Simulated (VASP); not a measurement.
# LiMg8 in VASP: relaxation of the atoms with LDA

Aim: the relaxation of the atoms of LiMg8 with LDA.

All numbers are computed with VASP 6.6.1; they aren't measurements. Logs are shortened: lines on timing, memory, paths and dates and some standing lists are left out, and cuts for length are marked.

### 1 The cell of the first run

The cell holds a slab with vacuum, 9 atoms: a = 6.293 Å, b = 5.039 Å, c = 19.085 Å, α = 90.00°, β = 90.00°, γ = 90.00°.

### 2 Relaxation of the atoms, LDA

The input, INCAR:

```
SYSTEM = LiMg8
PREC = Accurate
ENCUT = 520
EDIFF = 1E-6
ISMEAR = 0
SIGMA = 0.1
LREAL = .FALSE.
LASPH = .TRUE.
NELM = 60
ALGO = Fast
ISIF = 2
LWAVE = .FALSE.
LCHARG = .FALSE.
LDIPOL = .TRUE.
IDIPOL = 3
DIPOL = 0.5 0.5 0.331
IBRION = 2
NSW = 36
EDIFFG = -0.025
```

The input, KPOINTS:

```
regular mesh
0
G
  4 5 1
  0 0 0
```

The input, POSCAR:

```
LiMg8
1.0
    6.2932257366      0.0000000000      0.0000000000
    0.0000000000      5.0388886594      0.0000000000
    0.0000000000      0.0000000000     19.0846137325
Mg Li
8 1
Selective dynamics
Direct
    0.0000000000      0.7500000000      0.2095929242  F F F
    0.5000000000      0.7500000000      0.2095929242  F F F
    0.2500000000      0.2500000000      0.2571887995  F F F
    0.7500000000      0.2500000000      0.2571887995  F F F
    0.2500000000      0.7500000000      0.3565915112  F F F
    0.7500000000      0.7500000000      0.3565915112  F F F
    0.0000000000      0.2500000000      0.3974203428  F F F
    0.5000000000      0.2500000000      0.3974203428  F F F
    0.0625000000      0.2500000000      0.5336980386  F F T
```

Potentials or basis: VASP PAW LDA potentials, release 64 (Mg, Li_sv).

Command:

```bash
cat potpaw_LDA.64/Mg/POTCAR potpaw_LDA.64/Li_sv/POTCAR > POTCAR
mpirun -np 1 vasp_std > vasp.out
```

OUTCAR:

```text
SYSTEM = LiMg8
   PREC = Accurate
   ENCUT = 520
   EDIFF = 1E-6
   ISMEAR = 0
   LREAL = .FALSE.
   LASPH = .TRUE.
   NELM = 60
   ISIF = 2
   IBRION = 2
   NSW = 36
   EDIFFG = -0.025

 ion  position               nearest neighbor table
   1  0.000  0.750  0.210-   3 3.11   4 3.11   3 3.11   4 3.11   2 3.15   2 3.15   6 3.22   5 3.22

   2  0.500  0.750  0.210-   3 3.11   4 3.11   3 3.11   4 3.11   1 3.15   1 3.15   6 3.22   5 3.22

   3  0.250  0.250  0.257-   7 3.10   8 3.10   1 3.11   2 3.11   1 3.11   2 3.11   4 3.15   4 3.15
                             5 3.15   5 3.15
   4  0.750  0.250  0.257-   7 3.10   8 3.10   1 3.11   2 3.11   1 3.11   2 3.11   3 3.15   3 3.15
                             6 3.15   6 3.15
   5  0.250  0.750  0.357-   7 3.07   8 3.07   7 3.07   8 3.07   6 3.15   6 3.15   3 3.15   3 3.15
                             1 3.22   2 3.22
   6  0.750  0.750  0.357-   7 3.07   8 3.07   7 3.07   8 3.07   5 3.15   5 3.15   4 3.15   4 3.15
                             1 3.22   2 3.22
   7  0.000  0.250  0.397-   9 2.63   6 3.07   5 3.07   5 3.07   6 3.07   4 3.10   3 3.10   8 3.15
                             8 3.15
   8  0.500  0.250  0.397-   5 3.07   6 3.07   5 3.07   6 3.07   3 3.10   4 3.10   7 3.15   7 3.15

   9  0.062  0.250  0.534-   7 2.63

  LATTYP: Found a simple orthorhombic cell.
 ALAT       =     5.0388886594
 B/A-ratio  =     1.2489312946
 C/A-ratio  =     3.7874648603

  Lattice vectors:

 A1 = (   0.0000000000,  -5.0388886594,   0.0000000000)
 A2 = (   6.2932257366,   0.0000000000,   0.0000000000)
 A3 = (   0.0000000000,   0.0000000000,  19.0846137325)

Analysis of symmetry for initial positions (statically):
=====================================================================
 Subroutine PRICEL returns:
 Original cell was already a primitive cell.

 Routine SETGRP: Setting up the symmetry group for a
 simple orthorhombic supercell.

 Subroutine GETGRP returns: Found  2 space group operations
 (whereof  1 operations were pure point group operations)
 out of a pool of  8 trial point group operations.

The static configuration has the point symmetry C_1 .
 The point group associated with its full space group is C_1h.

Analysis of symmetry for dynamics (positions and initial velocities):
=====================================================================
 Subroutine PRICEL returns:
 Original cell was already a primitive cell.

 Routine SETGRP: Setting up the symmetry group for a
 simple orthorhombic supercell.

 Subroutine GETGRP returns: Found  2 space group operations
 (whereof  1 operations were pure point group operations)
 out of a pool of  8 trial point group operations.

The dynamic configuration has the point symmetry C_1 .
 The point group associated with its full space group is C_1h.

Analysis of constrained symmetry for selective dynamics:
=====================================================================
 Subroutine PRICEL returns:
 Original cell was already a primitive cell.

 Routine SETGRP: Setting up the symmetry group for a
 simple orthorhombic supercell.

 Subroutine GETGRP returns: Found  2 space group operations
 (whereof  1 operations were pure point group operations)
 out of a pool of  8 trial point group operations.

The constrained configuration has the point symmetry C_1 .
 The point group associated with its full space group is C_1h.

 Subroutine INISYM returns: Found  2 space group operations
 (whereof  1 operations are pure point group operations),
 and found     1 'primitive' translations

----------------------------------------------------------------------------------------

                                     Primitive cell

  volume of cell :     605.1896

  direct lattice vectors                    reciprocal lattice vectors
     6.293225737  0.000000000  0.000000000     0.158901022  0.000000000  0.000000000
     0.000000000  5.038888659  0.000000000     0.000000000  0.198456459  0.000000000
     0.000000000  0.000000000 19.084613732     0.000000000  0.000000000  0.052398231

  length of vectors
     6.293225737  5.038888659 19.084613732     0.158901022  0.198456459  0.052398231

  position of ions in fractional coordinates (direct lattice)
     0.000000000  0.750000000  0.209592924
     0.500000000  0.750000000  0.209592924
     0.250000000  0.250000000  0.257188799
     0.750000000  0.250000000  0.257188799
     0.250000000  0.750000000  0.356591511
     0.750000000  0.750000000  0.356591511
     0.000000000  0.250000000  0.397420343
     0.500000000  0.250000000  0.397420343
     0.062500000  0.250000000  0.533698039

  ion indices of the primitive-cell ions
   primitive index   ion index
                 1           1
                 2           2
                 3           3
                 4           4
                 5           5
                 6           6
                 7           7
                 8           8
                 9           9

----------------------------------------------------------------------------------------

 KPOINTS: regular mesh

Automatic generation of k-mesh.
 Grid dimensions read from file:
 generate k-points for:    4    5    1

 Generating k-lattice:

  Cartesian coordinates                     Fractional coordinates (reciprocal lattice)
     0.039725255  0.000000000  0.000000000     0.250000000  0.000000000  0.000000000
     0.000000000  0.039691292  0.000000000     0.000000000  0.200000000  0.000000000
     0.000000000  0.000000000  0.052398231     0.000000000  0.000000000  1.000000000

  Length of vectors
     0.039725255  0.039691292  0.052398231

  Shift w.r.t. Gamma in fractional coordinates (k-lattice)
     0.000000000  0.000000000  0.000000000

 Subroutine IBZKPT returns following result:
 ===========================================

 Found      9 irreducible k-points:

 Following reciprocal coordinates:
            Coordinates               Weight
  0.000000  0.000000  0.000000      1.000000
  0.250000  0.000000  0.000000      2.000000
  0.500000  0.000000  0.000000      1.000000
  0.000000  0.200000  0.000000      2.000000
  0.250000  0.200000  0.000000      4.000000
  0.500000  0.200000  0.000000      2.000000
  0.000000  0.400000  0.000000      2.000000
  0.250000  0.400000  0.000000      4.000000
  0.500000  0.400000  0.000000      2.000000
   k-points           NKPTS =      9   k-points in BZ     NKDIM =      9   number of bands    NBANDS=     14
   number of dos      NEDOS =    301   number of ions     NIONS =      9
   total plane-waves  NPLWV = 276480
   dimension x,y,z NGX =    48 NGY =   40 NGZ =  144
   dimension x,y,z NGXF=    96 NGYF=   80 NGZF=  288
   ions per type =               8   1
   NGX,Y,Z   is equivalent  to a cutoff of  12.68, 13.20, 12.54 a.u.
   NGXF,Y,Z  is equivalent  to a cutoff of  25.36, 26.39, 25.09 a.u.
 SYSTEM =  LiMg8
   PREC   = accura    normal or accurate (medium, high low for compatibility)
   ISTART =      0    job   : 0-new  1-cont  2-samecut
   ICHARG =      2    charge: 1-file 2-atom 10-const
   ISPIN  =      1    spin polarized calculation?
   LNONCOLLINEAR =      F non collinear calculations
   LSORBIT =      F    spin-orbit coupling
   LASPH  =      T    aspherical Exc in radial PAW
   ENCUT  =  520.0 eV  38.22 Ry    6.18 a.u.  11.70  9.37 35.48*2*pi/ulx,y,z
   NELM   =     60;   NELMIN=  2; NELMDL= -5     # of ELM steps
   EDIFF  = 0.1E-05   stopping-criterion for ELM
   LREAL  =      F    real-space projection
   EDIFFG = -.3E-01   stopping-criterion for IOM
   NSW    =     36    number of steps for IOM
   IBRION =      2    ionic relax: 0-MD 1-quasi-New 2-CG
   NFREE  =      1    steps in history (QN), initial steepest desc. (CG)
   ISIF   =      2    stress and relaxation
   ISYM   =      2    0-nonsym 1-usesym 2-fastsym
   POTIM  = 0.5000    time-step for ionic-motion
   TEBEG  =    0.0;   TEEND  =   0.0 temperature during run
   PSTRESS=    0.0 pullay stress
   NELECT =      19.0000    total number of electrons
   NUPDOWN=      -1.0000    fix difference up-down
   EMIN   =  10.00;   EMAX   =-10.00  energy-range for DOS
   EFERMI =   0.00;   METHOD = LEGACY
   ISMEAR =     0;   SIGMA  =   0.10  broadening in eV -4-tet -1-fermi 0-gaus
   EFERMI_NEDOS =   21; number of points for ismear=-14 and -15
   IALGO  =     68    algorithm
   IMIX   =      4    mixing-type and parameters
     AMIX     =   0.40;   BMIX     =  1.00
     AMIX_MAG =   1.60;   BMIX_MAG =  1.00
  volume/ion in A,a.u.               =      67.24       453.78
  Fermi-wavevector in a.u.,A,eV,Ry     =   0.516451  0.975950  3.628964  0.266721
  Thomas-Fermi vector in A             =   1.532387
   LORBIT       =      0    0 simple, 1 ext, 2 COOP (PROOUT), +10 PAW based schemes
   GGA     = CA    functional components
   LHFCALC =     F    Hartree Fock is set to
   AEXX    =    0.0000 exact exchange contribution
   IVDW    =     0    specifies the selected vdW correction
   LEPSILON=     F    determine dielectric tensor
   LRPA    =     F    only Hartree local field effects (RPA)
 conjugate gradient relaxation of ions
 non-spin polarized calculation
 RMM-DIIS sequential band-by-band and
 Gauss-broadening in eV      SIGMA  =   0.10
  energy-cutoff  :      520.00
  volume of cell :      605.19
 maximum number of plane-waves:     16352
 NGX is ok and might be reduce to    48
   NGX = 23   NGY = 19   NGZ = 71

--------------------------------------- Ionic step        1  -------------------------------------------

 number of electron      18.9999999 magnetization

 Free energy of the ion-electron system (eV)
  ---------------------------------------------------
  ext. energy  EPLUGINS =         0.00000000
  ---------------------------------------------------
  free energy    TOTEN  =       -12.96098063 eV

  energy without entropy =      -12.94097434  energy(sigma->0) =      -12.95097748

------------------------ aborting loop because EDIFF is reached ----------------------------------------

  FORCE on cell =-STRESS in cart. coord.  units (eV):
  Direction    XX          YY          ZZ          XY          YZ          ZX
  --------------------------------------------------------------------------------------
  -------------------------------------------------------------------------------------
  Total       -2.6153100     -2.6921997     -1.4131072      0.0000000      0.0000000      0.3058447
  in kB       -6.9237649     -7.1273225     -3.7410563      0.0000000      0.0000000      0.8096925
  external PRESSURE =      -5.9307145 kB  Pullay stress =       0.0000000 kB
[... 71 lines left out ...]
  energy  without entropy=      -12.9405141986  energy(sigma->0) =      -12.95081460

--------------------------------------- Ionic step        3  -------------------------------------------

 number of electron      19.0000001 magnetization

 dipolmoment           0.000000      0.000000     -0.278519 electrons x Angstroem

 Free energy of the ion-electron system (eV)
  ---------------------------------------------------
  ext. energy  EPLUGINS =         0.00000000
  ---------------------------------------------------
  free energy    TOTEN  =       -12.96122175 eV

  energy without entropy =      -12.94069738  energy(sigma->0) =      -12.95095957

 E-fermi :  -1.1556     XC(G=0):  -3.9745

 val. band max:       -1.1558024376   @ k =   0.0000   0.0000   0.0000
 cond. band min:      -1.1152695843   @ k =   0.5000   0.4000   0.0000
 fundamental gap:      0.0405328533
 Fermi energy:        -1.1556304397

 k-point     1 :       0.0000    0.0000    0.0000
  band No.  band energies     occupation
      1     -49.1009      2.00000
      2      -7.3862      2.00000
      3      -5.2601      2.00000
      4      -3.7405      2.00000
      5      -3.6218      2.00000
      6      -2.7587      2.00000
      7      -1.9599      2.00000
      8      -1.7775      2.00000
      9      -1.4410      1.99995
     10      -1.2418      1.77683
     11      -1.1558      1.00194
     12      -0.0034      0.00000
     13       0.0673      0.00000
     14       0.6099      0.00000
[... 121 lines left out ...]
  band No.  band energies     occupation
      1     -49.1009      2.00000
      2      -5.5352      2.00000
      3      -5.5113      2.00000
      4      -4.4275      2.00000
      5      -4.3953      2.00000
      6      -3.4021      2.00000
      7      -3.2876      2.00000
      8      -2.3704      2.00000
      9      -2.2263      2.00000
     10      -1.1153      0.56814
     11      -0.7363      0.00000
     12      -0.1127      0.00000
     13       0.2065      0.00000
     14       0.2401      0.00000

------------------------ aborting loop because EDIFF is reached ----------------------------------------

 vacuum level on the upper side and lower side of the slab       (xc-potential included)        -1.211         0.460

  FORCE on cell =-STRESS in cart. coord.  units (eV):
  Direction    XX          YY          ZZ          XY          YZ          ZX
  --------------------------------------------------------------------------------------
  -------------------------------------------------------------------------------------
  Total       -2.6170648     -2.6938210     -1.3783991      0.0000000      0.0000000      0.3102147
  in kB       -6.9284106     -7.1316148     -3.6491703      0.0000000      0.0000000      0.8212617
  external PRESSURE =      -5.9030652 kB  Pullay stress =       0.0000000 kB

 VOLUME and BASIS-vectors are now :
 -----------------------------------------------------------------------------
  energy-cutoff  :      520.00
  volume of cell :      605.19
      direct lattice vectors                 reciprocal lattice vectors
     6.293225737  0.000000000  0.000000000     0.158901022  0.000000000  0.000000000
     0.000000000  5.038888659  0.000000000     0.000000000  0.198456459  0.000000000
     0.000000000  0.000000000 19.084613732     0.000000000  0.000000000  0.052398231
[... 15 lines left out ...]
  FREE ENERGIE OF THE ION-ELECTRON SYSTEM (eV)
  ---------------------------------------------------
  free  energy   TOTEN  =       -12.9612217453 eV

  energy  without entropy=      -12.9406973847  energy(sigma->0) =      -12.95095957

 reached required accuracy - stopping structural energy minimisation

 vacuum level on the upper side and lower side of the slab         0.477         2.192
```

It took 5.2 min on 1 thread of Oxide Virtual Turin-like, shared host; peak memory 0.42 GiB.

Results:

* Free energy: -12.9612 eV
* Energy gained by relaxing: 0.0 meV/atom
* Ionic steps: 3
* Band gap on the k mesh: zero (an odd number of electrons rules out a gap without spin polarisation)

Step by step:
| step | energy change (eV) | largest force on free atoms (eV/Å) | pressure (GPa) |
| --- | --- | --- | --- |
| 1 | 0.0000 | 0.0312 | -0.59 |
| 2 | -0.0001 | 0.0269 | -0.59 |
| 3 | -0.0002 | 0.0192 | -0.59 |

Final structure:
```
CELL_PARAMETERS angstrom
6.29323 0.00000 0.00000
0.00000 5.03889 0.00000
0.00000 0.00000 19.08461
ATOMIC_POSITIONS crystal
Mg 0.00000 0.75000 0.20959
Mg 0.50000 0.75000 0.20959
Mg 0.25000 0.25000 0.25719
Mg 0.75000 0.25000 0.25719
Mg 0.25000 0.75000 0.35659
Mg 0.75000 0.75000 0.35659
Mg 0.00000 0.25000 0.39742
Mg 0.50000 0.25000 0.39742
Li 0.06250 0.25000 0.53338
```

Caveat: the cutoff is under 1.25 times the usual one of these potentials, so pressure, stress and relaxed cells hold a basis-set (Pulay) error.

The gap in the log of VASP goes by the Fermi energy; the results here count the filled bands.